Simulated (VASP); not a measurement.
# SrC2N2O2 (R3c) in VASP: electric field gradients with r2SCAN

Aim: the electric field gradients of SrC2N2O2 with r2SCAN.

All numbers are computed with VASP 6.6.1; they aren't measurements. Logs are shortened: lines on timing, memory, paths and dates and some standing lists are left out, and cuts for length are marked.

### Step 1. The cell of the first run

It takes space group R3c (No. 161, trigonal). The conventional cell has a = 11.862 Å, b = 11.862 Å, c = 12.698 Å, α = 90.00°, β = 90.00°, γ = 120.00°. Sr (site symmetry 1) has 6 O at 2.53 to 3.09 Å and 3 N at 2.58 to 3.58 Å and 5 C at 3.03 to 3.50 Å within 3.6 Å. Within 1.7 Å of C (site symmetry 1) lie 1 O at 1.30 Å and 2 N at 1.35 Å. C (site symmetry 1) has 1 O at 1.29 Å and 2 N at 1.35 to 1.36 Å within 1.7 Å. N (site symmetry 1) has 2 C at 1.35 to 1.36 Å within 1.8 Å. Within 1.8 Å of N (site symmetry 1) lie 2 C at 1.35 Å. Within 1.7 Å of O (site symmetry 1) lie 1 C at 1.29 Å. O (site symmetry 1) has 1 C at 1.30 Å within 1.7 Å.

### Step 2. Electric field gradients, r2SCAN

The input, POSCAR:

```
SrC2N2O2
1.0
    5.9310000000      3.4242644466      4.2326666667
   -5.9310000000      3.4242644466      4.2326666667
    0.0000000000     -6.8485288931      4.2326666667
Sr C N O
6 12 12 12
Direct
    0.6256017358      0.2638673657      0.9722911363
    0.9722911363      0.6256017358      0.2638673657
    0.2638673657      0.9722911363      0.6256017358
    0.4722911363      0.7638673657      0.1256017358
    0.7638673657      0.1256017358      0.4722911363
    0.1256017358      0.4722911363      0.7638673657
    0.7400295966      0.6638157202      0.8842101439
    0.8842101439      0.7400295966      0.6638157202
    0.6638157202      0.8842101439      0.7400295966
    0.3842101439      0.1638157202      0.2400295966
    0.1638157202      0.2400295966      0.3842101439
    0.2400295966      0.3842101439      0.1638157202
    0.4598561677      0.4183157218      0.6301188115
    0.6301188115      0.4598561677      0.4183157218
    0.4183157218      0.6301188115      0.4598561677
    0.1301188115      0.9183157218      0.9598561677
    0.9183157218      0.9598561677      0.1301188115
    0.9598561677      0.1301188115      0.9183157218
    0.5492081779      0.5912354431      0.3726194926
    0.3726194926      0.5492081779      0.5912354431
    0.5912354431      0.3726194926      0.5492081779
    0.8726194926      0.0912354431      0.0492081779
    0.0912354431      0.0492081779      0.8726194926
    0.0492081779      0.8726194926      0.0912354431
    0.8637478860      0.6358689086      0.7855289686
    0.7855289686      0.8637478860      0.6358689086
    0.6358689086      0.7855289686      0.8637478860
    0.2855289686      0.1358689086      0.3637478860
    0.1358689086      0.3637478860      0.2855289686
    0.3637478860      0.2855289686      0.1358689086
    0.4091410671      0.3333068098      0.7485268295
    0.7485268295      0.4091410671      0.3333068098
    0.3333068098      0.7485268295      0.4091410671
    0.2485268295      0.8333068098      0.9091410671
    0.8333068098      0.9091410671      0.2485268295
    0.9091410671      0.2485268295      0.8333068098
    0.0089293824      0.7192363339      0.5742443009
    0.5742443009      0.0089293824      0.7192363339
    0.7192363339      0.5742443009      0.0089293824
    0.0742443009      0.2192363339      0.5089293824
    0.2192363339      0.5089293824      0.0742443009
    0.5089293824      0.0742443009      0.2192363339
```

The input, INCAR.step1:

```
ALGO = Normal ; EDIFF = 1E-5
ENCUT = 580 ; GGA = PE
GGA_COMPAT = False ; ISMEAR = -1
KPAR = 4 ; LASPH = True
LCHARG = False ; LREAL = False
LWAVE = True ; NBANDS = 147
NELM = 120 ; PREC = Accurate
SIGMA = 0.02
```

The input, INCAR.step2:

```
ALGO = Normal ; EDIFF = 1E-7
ENCUT = 580 ; GGA_COMPAT = False
ISIF = 2 ; ISMEAR = -1
ISTART = 1 ; KPAR = 4
LASPH = True ; LCHARG = False
LEFG = True ; LMIXTAU = True
LREAL = False ; LWAVE = False
METAGGA = R2SCAN ; NBANDS = 147
NELM = 120 ; PREC = Accurate
SIGMA = 0.02
```

The input, KPOINTS:

```
k-points
0
Gamma
  3 3 3
```

Potentials or basis: VASP PAW PBE potentials, release 64 (Sr_sv, C, N, O).

Run with:

```console
cat potpaw_PBE.64/Sr_sv/POTCAR potpaw_PBE.64/C/POTCAR potpaw_PBE.64/N/POTCAR potpaw_PBE.64/O/POTCAR > POTCAR
cp INCAR.step1 INCAR
mpirun -np 4 vasp_std > vasp.out
cp INCAR.step2 INCAR
mpirun -np 4 vasp_std > vasp.out
```

OUTCAR:

```text
EDIFF = 1E-7
   ENCUT = 580
   ISIF = 2
   ISMEAR = -1
   ISTART = 1
   LASPH = True
   LREAL = False
   METAGGA = R2SCAN
   NELM = 120
   PREC = Accurate

 ion  position               nearest neighbor table
   1  0.626  0.264  0.972-  31 2.53  39 2.53  22 2.58  30 2.59  36 2.63  38 2.74  42 2.79  18 3.03
                            32 3.09  10 3.13  13 3.34   7 3.42   9 3.50   3 4.26   2 4.26   5 4.35
   2  0.972  0.626  0.264-  32 2.53  37 2.53  24 2.58  29 2.59  35 2.63  39 2.74  41 2.79  17 3.03
                            33 3.09  12 3.13  14 3.34   8 3.42   7 3.50   3 4.26   1 4.26   4 4.35
   3  0.264  0.972  0.626-  33 2.53  38 2.53  23 2.58  28 2.59  34 2.63  37 2.74  40 2.79  16 3.03
                            31 3.09  11 3.13  15 3.34   9 3.42   8 3.50   2 4.26   1 4.26   6 4.35
   4  0.472  0.764  0.126-  34 2.53  42 2.53  19 2.58  27 2.59  33 2.63  41 2.74  39 2.79  15 3.03
                            35 3.09   7 3.13  16 3.34  10 3.42  12 3.50   6 4.26   5 4.26   2 4.35
   5  0.764  0.126  0.472-  35 2.53  40 2.53  21 2.58  26 2.59  32 2.63  42 2.74  38 2.79  14 3.03
                            36 3.09   9 3.13  17 3.34  11 3.42  10 3.50   4 4.26   6 4.26   1 4.35
   6  0.126  0.472  0.764-  36 2.53  41 2.53  20 2.58  25 2.59  31 2.63  40 2.74  37 2.79  13 3.03
                            34 3.09   8 3.13  18 3.34  12 3.42  11 3.50   4 4.26   5 4.26   3 4.35
   7  0.740  0.664  0.884-  39 1.30  25 1.35  27 1.35   4 3.13   1 3.42   2 3.50
   8  0.884  0.740  0.664-  37 1.30  26 1.35  25 1.35   6 3.13   2 3.42   3 3.50
   9  0.664  0.884  0.740-  38 1.30  27 1.35  26 1.35   5 3.13   3 3.42   1 3.50
  10  0.384  0.164  0.240-  42 1.30  28 1.35  30 1.35   1 3.13   4 3.42   5 3.50
  11  0.164  0.240  0.384-  40 1.30  29 1.35  28 1.35   3 3.13   5 3.42   6 3.50
[... 17 lines left out ...]
  29  0.136  0.364  0.286-  11 1.35  12 1.35   2 2.59
  30  0.364  0.286  0.136-  12 1.35  10 1.35   1 2.59
  31  0.409  0.333  0.749-  13 1.29   1 2.53   6 2.63   3 3.09
  32  0.749  0.409  0.333-  14 1.29   2 2.53   5 2.63   1 3.09
  33  0.333  0.749  0.409-  15 1.29   3 2.53   4 2.63   2 3.09
  34  0.249  0.833  0.909-  16 1.29   4 2.53   3 2.63   6 3.09
  35  0.833  0.909  0.249-  17 1.29   5 2.53   2 2.63   4 3.09
  36  0.909  0.249  0.833-  18 1.29   6 2.53   1 2.63   5 3.09
  37  0.009  0.719  0.574-   8 1.30   2 2.53   3 2.74   6 2.79
  38  0.574  0.009  0.719-   9 1.30   3 2.53   1 2.74   5 2.79
  39  0.719  0.574  0.009-   7 1.30   1 2.53   2 2.74   4 2.79
  40  0.074  0.219  0.509-  11 1.30   5 2.53   6 2.74   3 2.79
  41  0.219  0.509  0.074-  12 1.30   6 2.53   4 2.74   2 2.79
  42  0.509  0.074  0.219-  10 1.30   4 2.53   5 2.74   1 2.79

  LATTYP: Found a trigonal (rhomboedric) cell.
 ALAT       =     8.0509511930
 COS(alpha) =    -0.0854040958

  Lattice vectors:

 A1 = (   5.9310000000,   3.4242644466,   4.2326666667)
 A2 = (  -5.9310000000,   3.4242644466,   4.2326666667)
 A3 = (   0.0000000000,  -6.8485288931,   4.2326666667)

Analysis of symmetry for initial positions (statically):
=====================================================================
 Subroutine PRICEL returns:
 Original cell was already a primitive cell.

 Routine SETGRP: Setting up the symmetry group for a
 trigonal (rhombohedral) supercell.

 Subroutine GETGRP returns: Found  6 space group operations
 (whereof  3 operations were pure point group operations)
 out of a pool of 12 trial point group operations.

The static configuration has the point symmetry C_3 .
 The point group associated with its full space group is C_3v.

Analysis of symmetry for dynamics (positions and initial velocities):
=====================================================================
 Subroutine PRICEL returns:
 Original cell was already a primitive cell.

 Routine SETGRP: Setting up the symmetry group for a
 trigonal (rhombohedral) supercell.

 Subroutine GETGRP returns: Found  6 space group operations
 (whereof  3 operations were pure point group operations)
 out of a pool of 12 trial point group operations.

The dynamic configuration has the point symmetry C_3 .
 The point group associated with its full space group is C_3v.

 Subroutine INISYM returns: Found  6 space group operations
 (whereof  3 operations are pure point group operations),
 and found     1 'primitive' translations

----------------------------------------------------------------------------------------

                                     Primitive cell

  volume of cell :     515.7753

[... 165 lines left out ...]
   EFERMI_NEDOS =   21; number of points for ismear=-14 and -15
   IALGO  =     38    algorithm
   IMIX   =      4    mixing-type and parameters
     AMIX     =   0.40;   BMIX     =  1.00
     AMIX_MAG =   1.60;   BMIX_MAG =  1.00
  volume/ion in A,a.u.               =      12.28        82.87
  Fermi-wavevector in a.u.,A,eV,Ry     =   1.268601  2.397308 21.896517  1.609349
  Thomas-Fermi vector in A             =   2.401687
   LORBIT       =      0    0 simple, 1 ext, 2 COOP (PROOUT), +10 PAW based schemes
   METAGGA = R2SCAN    functional components
   LHFCALC =     F    Hartree Fock is set to
   AEXX    =    0.0000 exact exchange contribution
   IVDW    =     0    specifies the selected vdW correction
   LEPSILON=     F    determine dielectric tensor
   LRPA    =     F    only Hartree local field effects (RPA)
 non-spin polarized calculation
  energy-cutoff  :      580.00
  volume of cell :      515.78
 maximum number of plane-waves:     16397
   NGX = 31   NGY = 31   NGZ = 31

 number of electron     239.9999985 magnetization

 Free energy of the ion-electron system (eV)
  ---------------------------------------------------
  ext. energy  EPLUGINS =         0.00000000
  ---------------------------------------------------
  free energy    TOTEN  =      -448.63324365 eV

  energy without entropy =     -448.63324365  energy(sigma->0) =     -448.63324365

 E-fermi :   1.5093     XC(G=0): -10.2405

 val. band max:        0.9511882473   @ k =   0.0000   0.0000   0.0000
 cond. band min:       5.4212926894   @ k =  -0.3333   0.3333   0.0000
 fundamental gap:      4.4701044421
 Fermi energy:         1.5092528862

 k-point     1 :       0.0000    0.0000    0.0000
  band No.  band energies     occupation
      1     -32.5396      2.00000
      2     -32.5275      2.00000
      3     -32.5275      2.00000
      4     -32.5258      2.00000
      5     -32.5258      2.00000
      6     -32.5254      2.00000
[... 799 lines left out ...]
    131       8.0660      0.00000
    132       8.2916      0.00000
 [bands above 132 left out]

------------------------ aborting loop because EDIFF is reached ----------------------------------------

  FORCE on cell =-STRESS in cart. coord.  units (eV):
  Direction    XX          YY          ZZ          XY          YZ          ZX
  --------------------------------------------------------------------------------------
  -------------------------------------------------------------------------------------
  Total       -0.4322857     -0.4322857     -1.6581089      0.0000000     -0.0000000      0.0000000
  in kB       -1.3428295     -1.3428295     -5.1506624      0.0000000     -0.0000000      0.0000000
  external PRESSURE =      -2.6121072 kB  Pullay stress =       0.0000000 kB

 VOLUME and BASIS-vectors are now :
 -----------------------------------------------------------------------------
  energy-cutoff  :      580.00
  volume of cell :      515.78
      direct lattice vectors                 reciprocal lattice vectors
     5.931000000  3.424264447  4.232666667     0.084302816  0.048672253  0.078752559
    -5.931000000  3.424264447  4.232666667    -0.084302816  0.048672253  0.078752559
     0.000000000 -6.848528893  4.232666667     0.000000000 -0.097344507  0.078752559

 POSITION                                       TOTAL-FORCE (eV/Angst)
 -----------------------------------------------------------------------------------
      2.14545     -3.61299      7.88021         0.008917      0.009193     -0.006607
      2.05621      3.66450      7.88021        -0.012420      0.003125     -0.006607
     -4.20166     -0.05152      7.88021         0.003503     -0.012319     -0.006607
     -1.72934      3.37275      5.76388        -0.003503     -0.012319     -0.006607
      3.78555     -0.18872      5.76388        -0.008917      0.009193     -0.006607
     -2.05621     -3.18402      5.76388         0.012420      0.003125     -0.006607
[... 34 lines left out ...]
     -1.71817      1.98497      3.39633         0.101042     -0.110551      0.016731
      2.57812      0.49549      3.39633        -0.146261     -0.032229      0.016731
 -----------------------------------------------------------------------------------
    total drift:                                0.000000      0.000000      0.001912

  FREE ENERGIE OF THE ION-ELECTRON SYSTEM (eV)
  ---------------------------------------------------
  free  energy   TOTEN  =      -448.6332436511 eV

  energy  without entropy=     -448.6332436511  energy(sigma->0) =     -448.63324365

 Electric field gradients (V/A^2)
---------------------------------------------------------------------
 ion       V_xx      V_yy      V_zz      V_xy      V_xz      V_yz
---------------------------------------------------------------------
   1     -65.428    14.398    51.030   -18.946   -36.156    -8.347
   2     -21.966   -29.064    51.030    44.039    25.307   -27.139
   3      10.850   -61.879    51.030   -25.093    10.850    35.486
   4      10.850   -61.879    51.030    25.093   -10.850    35.486
   5     -65.428    14.398    51.030    18.946    36.156    -8.347
   6     -21.966   -29.064    51.030   -44.039   -25.307   -27.139
[... 34 lines left out ...]
  41     -10.531    13.976    -3.445  -118.206    -4.060     7.563
  42     110.219  -106.774    -3.445    48.491     8.580    -0.266
---------------------------------------------------------------------

 Electric field gradients after diagonalization (V/A^2)
 (convention: |V_zz| > |V_xx| > |V_yy|)
----------------------------------------------------------------------
 ion       V_xx      V_yy      V_zz     asymmetry (V_yy - V_xx)/ V_zz
----------------------------------------------------------------------
   1      61.524    18.666   -80.190       0.534
   2      61.524    18.666   -80.190       0.534
   3      61.524    18.666   -80.190       0.534
   4      61.524    18.666   -80.190       0.534
   5      61.524    18.666   -80.190       0.534
   6      61.524    18.666   -80.190       0.534
[... 34 lines left out ...]
  41    -117.154    -3.966   121.120       0.935
  42    -117.154    -3.966   121.120       0.935
----------------------------------------------------------------------

           NMR quadrupolar parameters

 Cq : quadrupolar parameter    Cq=e*Q*V_zz/h
 eta: asymmetry parameters     (V_yy - V_xx)/ V_zz
 Q  : nuclear electric quadrupole moment in mb (millibarn)
----------------------------------------------------------------------
 ion       Cq(MHz)       eta       Q (mb)
----------------------------------------------------------------------
   1      -0.194       0.534       1.000
   2      -0.194       0.534       1.000
   3      -0.194       0.534       1.000
   4      -0.194       0.534       1.000
   5      -0.194       0.534       1.000
   6      -0.194       0.534       1.000
[... 34 lines left out ...]
  41       0.293       0.935       1.000
  42       0.293       0.935       1.000
----------------------------------------------------------------------
```

Run time: 24 min. Hardware: 4 MPI ranks of Intel Xeon Platinum 8488C (Sapphire Rapids), shared host; peak memory 0.91 GiB.

Results:

```yaml
Free_energy: -448.6332 eV
Pressure: -0.3 GPa
Largest_force: 0.167 eV/Å
Band_gap_on_the_k_mesh: 4.47 eV (least direct gap 4.49 eV)
Largest_electric_field_gradient_by_atom: Sr -80.2; C +39.7; N -52.6, -54.8 (each value once); O -123.3, +121.1 (each value once) V/Å²
```

Forces in eV/Å, atoms in the order of the input:
```
Sr   0.009  0.009 -0.007
Sr  -0.012  0.003 -0.007
Sr   0.004 -0.012 -0.007
Sr  -0.004 -0.012 -0.007
Sr  -0.009  0.009 -0.007
Sr   0.012  0.003 -0.007
C   -0.055  0.126  0.017
C   -0.081 -0.110  0.017
C    0.136 -0.015  0.017
C   -0.136 -0.015  0.017
C    0.055  0.126  0.017
C    0.081 -0.110  0.017
C   -0.028  0.132 -0.016
C   -0.101 -0.091 -0.016
C    0.129 -0.042 -0.016
C   -0.129 -0.042 -0.016
C    0.028  0.132 -0.016
C    0.101 -0.091 -0.016
N    0.081 -0.139 -0.003
N    0.080  0.140 -0.003
N   -0.161 -0.001 -0.003
N    0.161 -0.001 -0.003
N   -0.081 -0.139 -0.003
N   -0.080  0.140 -0.003
N   -0.167 -0.009  0.007
N    0.091 -0.140  0.007
N    0.075  0.149  0.007
N   -0.075  0.149  0.007
N    0.167 -0.009  0.007
N   -0.091 -0.140  0.007
O   -0.014  0.151 -0.015
O   -0.123 -0.088 -0.015
O    0.138 -0.063 -0.015
O   -0.138 -0.063 -0.015
O    0.014  0.151 -0.015
O    0.123 -0.088 -0.015
O   -0.101 -0.111  0.017
O    0.146 -0.032  0.017
O   -0.045  0.143  0.017
O    0.045  0.143  0.017
O    0.101 -0.111  0.017
O   -0.146 -0.032  0.017
```

Electric field gradients, principal values (V/Å²):
| atom | least | middle | greatest (by size) |
| --- | --- | --- | --- |
| 1 Sr | 18.666 | 61.524 | -80.190 |
| 2 Sr | 18.666 | 61.524 | -80.190 |
| 3 Sr | 18.666 | 61.524 | -80.190 |
| 4 Sr | 18.666 | 61.524 | -80.190 |
| 5 Sr | 18.666 | 61.524 | -80.190 |
| 6 Sr | 18.666 | 61.524 | -80.190 |
| 7 C | -17.596 | -22.065 | 39.662 |
| 8 C | -17.596 | -22.065 | 39.662 |
| 9 C | -17.596 | -22.065 | 39.662 |
| 10 C | -17.596 | -22.065 | 39.662 |
| 11 C | -17.596 | -22.065 | 39.662 |
| 12 C | -17.596 | -22.065 | 39.662 |
| 13 C | -18.683 | -21.049 | 39.732 |
| 14 C | -18.683 | -21.049 | 39.732 |
| 15 C | -18.683 | -21.049 | 39.732 |
| 16 C | -18.683 | -21.049 | 39.732 |
| 17 C | -18.683 | -21.049 | 39.732 |
| 18 C | -18.683 | -21.049 | 39.732 |
| 19 N | 1.997 | 50.634 | -52.631 |
| 20 N | 1.997 | 50.634 | -52.631 |
| 21 N | 1.997 | 50.634 | -52.631 |
| 22 N | 1.997 | 50.634 | -52.631 |
| 23 N | 1.997 | 50.634 | -52.631 |
| 24 N | 1.997 | 50.634 | -52.631 |
| 25 N | 4.714 | 50.081 | -54.795 |
| 26 N | 4.714 | 50.081 | -54.795 |
| 27 N | 4.714 | 50.081 | -54.795 |
| 28 N | 4.714 | 50.081 | -54.795 |
| 29 N | 4.714 | 50.081 | -54.795 |
| 30 N | 4.714 | 50.081 | -54.795 |
| 31 O | 2.552 | 120.736 | -123.288 |
| 32 O | 2.552 | 120.736 | -123.288 |
| 33 O | 2.552 | 120.736 | -123.288 |
| 34 O | 2.552 | 120.736 | -123.288 |
| 35 O | 2.552 | 120.736 | -123.288 |
| 36 O | 2.552 | 120.736 | -123.288 |
| 37 O | -3.966 | -117.154 | 121.120 |
| 38 O | -3.966 | -117.154 | 121.120 |
| 39 O | -3.966 | -117.154 | 121.120 |
| 40 O | -3.966 | -117.154 | 121.120 |
| 41 O | -3.966 | -117.154 | 121.120 |
| 42 O | -3.966 | -117.154 | 121.120 |

Caveat: without QUAD_EFG the Cq values of the log hold for a quadrupole moment of 1 mb, not for the nuclei; the PAW data sets were made with another functional, which shifts forces and pressure a little; an odd mesh through Γ misses points on the zone boundary, where band edges can lie.
